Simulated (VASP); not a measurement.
# Sb in VASP: single point with PBE+D4

Aim: the single point of Sb with PBE+D4.

Program: VASP 6.6.1. These are calculated values, not measurements. Logs are shortened: lines on timing, memory, paths and dates and some standing lists are left out, and cuts for length are marked.

### Step 1. The cell of the first run

The cell holds a sheet with vacuum, 2 atoms: a = 4.059 Å, b = 4.059 Å, c = 27.100 Å, α = 90.00°, β = 90.00°, γ = 120.00°.

### Step 2. Single point, PBE+D4

Contents of INCAR:

```
SYSTEM = Sb
PREC = Accurate ; ENCUT = 400
EDIFF = 1E-6 ; ISMEAR = 0
SIGMA = 0.03 ; LREAL = .False.
LASPH = .True. ; NELM = 120
ALGO = Normal ; ISIF = 2
LWAVE = .False. ; LCHARG = .True.
LDIPOL = .True. ; IDIPOL = 3
DIPOL = 0.5 0.5 0.289 ; GGA = PE
IVDW = 13 ; LELF = .True.
LVHAR = .True. ; LVACPOTAV = .True.
NBANDS = 12 ; GGA_COMPAT = .False.
NELMDL = -8
```

Contents of KPOINTS:

```
Automatic mesh
0
Gamma
  12 12 1
  0 0 0
```

Contents of POSCAR:

```
Sb
1.0
    4.0586068603      0.0000000000      0.0000000000
   -2.0293034301      3.5148566450      0.0000000000
    0.0000000000      0.0000000000     27.1000000030
Sb
2
Direct
    0.3333333333      0.6666666667      0.2582504370
    0.6666666667      0.3333333333      0.3192403378
```

Potentials or basis: VASP PAW PBE potentials, release 64 (Sb).

Started as:

```console
> cat potpaw_PBE.64/Sb/POTCAR > POTCAR
> mpirun -np 1 vasp_std > vasp.out
```

OUTCAR:

```text
SYSTEM = Sb
   PREC = Accurate
   ENCUT = 400
   EDIFF = 1E-6
   ISMEAR = 0
   LREAL = .False.
   LASPH = .True.
   NELM = 120
   ISIF = 2
   GGA = PE
   IVDW = 13
   NELMDL = -8

 ion  position               nearest neighbor table
   1  0.333  0.667  0.258-   2 2.87   2 2.87   2 2.87
   2  0.667  0.333  0.319-   1 2.87   1 2.87   1 2.87

  LATTYP: Found a hexagonal cell.
 ALAT       =     4.0586068603
 C/A-ratio  =     6.6771680372

  Lattice vectors:

 A1 = (   4.0586068603,   0.0000000000,   0.0000000000)
 A2 = (  -2.0293034301,   3.5148566450,   0.0000000000)
 A3 = (   0.0000000000,   0.0000000000,  27.1000000030)

Analysis of symmetry for initial positions (statically):
=====================================================================
 Subroutine PRICEL returns:
 Original cell was already a primitive cell.

 Routine SETGRP: Setting up the symmetry group for a
 hexagonal supercell.

 Subroutine GETGRP returns: Found 12 space group operations
 (whereof  6 operations were pure point group operations)
 out of a pool of 24 trial point group operations.

The static configuration has the point symmetry C_3v.
 The point group associated with its full space group is D_3d.

Analysis of symmetry for dynamics (positions and initial velocities):
=====================================================================
 Subroutine PRICEL returns:
 Original cell was already a primitive cell.

 Routine SETGRP: Setting up the symmetry group for a
 hexagonal supercell.

 Subroutine GETGRP returns: Found 12 space group operations
 (whereof  6 operations were pure point group operations)
 out of a pool of 24 trial point group operations.

The dynamic configuration has the point symmetry C_3v.
 The point group associated with its full space group is D_3d.

 Subroutine INISYM returns: Found 12 space group operations
 (whereof  6 operations are pure point group operations),
 and found     1 'primitive' translations

----------------------------------------------------------------------------------------

                                     Primitive cell

  volume of cell :     386.5929

  direct lattice vectors                    reciprocal lattice vectors
     4.058606860  0.000000000  0.000000000     0.246389964  0.142253312  0.000000000
    -2.029303430  3.514856645  0.000000000     0.000000000  0.284506625  0.000000000
     0.000000000  0.000000000 27.100000003     0.000000000  0.000000000  0.036900369

[... 93 lines left out ...]
   EFERMI_NEDOS =   21; number of points for ismear=-14 and -15
   IALGO  =     38    algorithm
   IMIX   =      4    mixing-type and parameters
     AMIX     =   0.40;   BMIX     =  1.00
     AMIX_MAG =   1.60;   BMIX_MAG =  1.00
  volume/ion in A,a.u.               =     193.30      1304.43
  Fermi-wavevector in a.u.,A,eV,Ry     =   0.484161  0.914932  3.189373  0.234412
  Thomas-Fermi vector in A             =   1.483710
   LORBIT       =      0    0 simple, 1 ext, 2 COOP (PROOUT), +10 PAW based schemes
   GGA     = PE    functional components
   LHFCALC =     F    Hartree Fock is set to
   AEXX    =    0.0000 exact exchange contribution
   IVDW    =    13    specifies the selected vdW correction
   LEPSILON=     F    determine dielectric tensor
   LRPA    =     F    only Hartree local field effects (RPA)
 non-spin polarized calculation
 Gauss-broadening in eV      SIGMA  =   0.03
  energy-cutoff  :      400.00
  volume of cell :      386.59
 maximum number of plane-waves:      7097
 NGX is ok and might be reduce to    28
   NGX = 13   NGY = 13   NGZ = 89

 dipolmoment           0.000000      0.000000      0.000001 electrons x Angstroem

 number of electron      10.0000000 magnetization

 dipolmoment           0.000000      0.000000     -0.000000 electrons x Angstroem

 Free energy of the ion-electron system (eV)
  ---------------------------------------------------
  ext. energy  EPLUGINS =         0.00000000
  ---------------------------------------------------
  free energy    TOTEN  =        -8.09797815 eV

  energy without entropy =       -8.09797815  energy(sigma->0) =       -8.09797815

 E-fermi :  -2.7475     XC(G=0):  -2.0176

 val. band max:       -2.9284365169   @ k =   0.0000   0.0000   0.0000
 cond. band min:      -1.7657095241   @ k =   0.3333   0.0000   0.0000
 fundamental gap:      1.1627269927
 Fermi energy:        -2.7475262329

 k-point     1 :       0.0000    0.0000    0.0000
  band No.  band energies     occupation
      1     -14.4726      2.00000
      2      -9.3921      2.00000
      3      -3.7377      2.00000
      4      -2.9284      2.00000
      5      -2.9284      2.00000
      6      -1.2766      0.00000
      7      -0.1312      0.00000
      8      -0.1312      0.00000
      9       1.2284      0.00000
     10       1.5023      0.00000
     11       1.9441      0.00000
     12       2.2315      0.00000
[... 256 lines left out ...]
 k-point    19 :       0.3333    0.3333    0.0000
  band No.  band energies     occupation
      1     -11.5401      2.00000
      2     -11.5401      2.00000
      3      -6.6507      2.00000
      4      -4.8736      2.00000
      5      -4.8736      2.00000
      6      -1.6125      0.00000
      7       0.5713      0.00000
      8       0.5713      0.00000
      9       3.5770      0.00000
     10       4.4016      0.00000
     11       4.4016      0.00000
     12       4.8578      0.00000

------------------------ aborting loop because EDIFF is reached ----------------------------------------

 vacuum level on the upper side and lower side of the slab       (xc-potential included)        -0.126        -0.127

  DFT-D4 for vdW energy calculation

  Edisp (eV):   -0.55426

  FORCE on cell =-STRESS in cart. coord.  units (eV):
  Direction    XX          YY          ZZ          XY          YZ          ZX
  --------------------------------------------------------------------------------------
  -------------------------------------------------------------------------------------
  Total       0.03117     0.03117     0.13920     0.00000     0.00000    -0.00000
  in kB       0.12919     0.12919     0.57689     0.00000     0.00000    -0.00000
  external pressure =        0.28 kB  Pullay stress =        0.00 kB

 VOLUME and BASIS-vectors are now :
 -----------------------------------------------------------------------------
  energy-cutoff  :      400.00
  volume of cell :      386.59
      direct lattice vectors                 reciprocal lattice vectors
     4.058606860  0.000000000  0.000000000     0.246389964  0.142253312  0.000000000
    -2.029303430  3.514856645  0.000000000     0.000000000  0.284506625  0.000000000
     0.000000000  0.000000000 27.100000003     0.000000000  0.000000000  0.036900369

 POSITION                                       TOTAL-FORCE (eV/Angst)
 -----------------------------------------------------------------------------------
     -0.00000      2.34324      6.99859         0.000000     -0.000000     -0.081826
      2.02930      1.17162      8.65141        -0.000000      0.000000      0.081826
 -----------------------------------------------------------------------------------
    total drift:                               -0.000000      0.000000     -0.000002

  FREE ENERGIE OF THE ION-ELECTRON SYSTEM (eV)
  ---------------------------------------------------
  free  energy   TOTEN  =        -8.6522361748 eV

  energy  without entropy=       -8.6522361748  energy(sigma->0) =       -8.65223617

 vacuum level on the upper side and lower side of the slab         1.781         1.781
```

OSZICAR:

```text
N       E                     dE             d eps       ncg     rms          rms(c)
DAV:   1     0.510281368914E+02    0.51028E+02   -0.21654E+03   456   0.411E+02
DAV:   2    -0.344294879829E+01   -0.54471E+02   -0.49858E+02   716   0.812E+01
DAV:   3    -0.806126480135E+01   -0.46183E+01   -0.45997E+01   640   0.292E+01
[... 14 lines left out ...]
DAV:  18    -0.809796015718E+01   -0.23616E-04   -0.14605E-06   608   0.292E-03    0.483E-04
DAV:  19    -0.809796978713E+01   -0.96300E-05   -0.24341E-07   624   0.121E-03    0.368E-04
DAV:  20    -0.809797601137E+01   -0.62242E-05   -0.18584E-07   524   0.953E-04    0.224E-04
DAV:  21    -0.809797748202E+01   -0.14707E-05   -0.31913E-08   512   0.409E-04    0.829E-05
DAV:  22    -0.809797815094E+01   -0.66893E-06   -0.14566E-08   468   0.243E-04
   1 F= -.86522362E+01 E0= -.86522362E+01  d E =-.378499E-19
```

stdout:

```text
POSCAR found type information on POSCAR Sb
 POSCAR found :  1 types and       2 ions
 scaLAPACK will be used
 LDA part: xc-table for (Slater+PW92), standard interpolation
 POSCAR, INCAR and KPOINTS ok, starting setup
 FFT: planning ... GRIDC
 FFT: planning ... GRID_SOFT
 FFT: planning ... GRID
 WAVECAR not read
 entering main loop
```

Wall time 2.9 min (1 thread of Intel Xeon 8259CL, shared host); peak memory 0.35 GiB.

Results:

```
Free energy                            : -8.6522 eV
Largest force                          : 0.082 eV/Å
Band gap on the k mesh                 : 1.16 eV, indirect (least direct gap 1.65 eV)
Dispersion energy per atom             : -0.277 eV
Ionisation potential of the upper face : 4.71 eV
```

Forces in eV/Å, atoms in the order of the input:
```
Sb   0.000  0.000 -0.082
Sb   0.000  0.000  0.082
```

Caveat: spin-orbit coupling is left out, which moves the levels of the heavy elements.
